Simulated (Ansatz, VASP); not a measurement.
Mo: VASP beside Ansatz

```xyz
1
Lattice="-1.5566 1.5566 1.5566 1.5566 -1.5566 1.5566 1.5566 1.5566 -1.5566" Properties=species:S:1:pos:R:3 pbc="T T T"
Mo    0.0000    0.0000    0.0000
```

Alike in both runs: task single point; functional LDA; k mesh 14 × 14 × 14; occupations methfessel-paxton of order 1, width 1 eV; no spin polarisation.

|  | VASP | Ansatz |
| --- | --- | --- |
| version | VASP 6.6.1 | Ansatz 0.2.0 |
| potentials or method | VASP PAW LDA potentials, release 64 (Mo_sv), cutoff 520 eV | plane waves (420 eV) with PAW, scalar-relativistic |
| valence electrons in the cell | 14 | 14 |

Ansatz gave:

```
pressure (GPa) : -1.2
```

Q: What did VASP give for the same quantities?

A: Pressure (GPa): 0.0.

Ansatz warns that its potentials were made for another functional, while VASP's fit it. LDA's correlation is that of Perdew and Zunger in VASP and of Perdew and Wang (1992) in Ansatz.
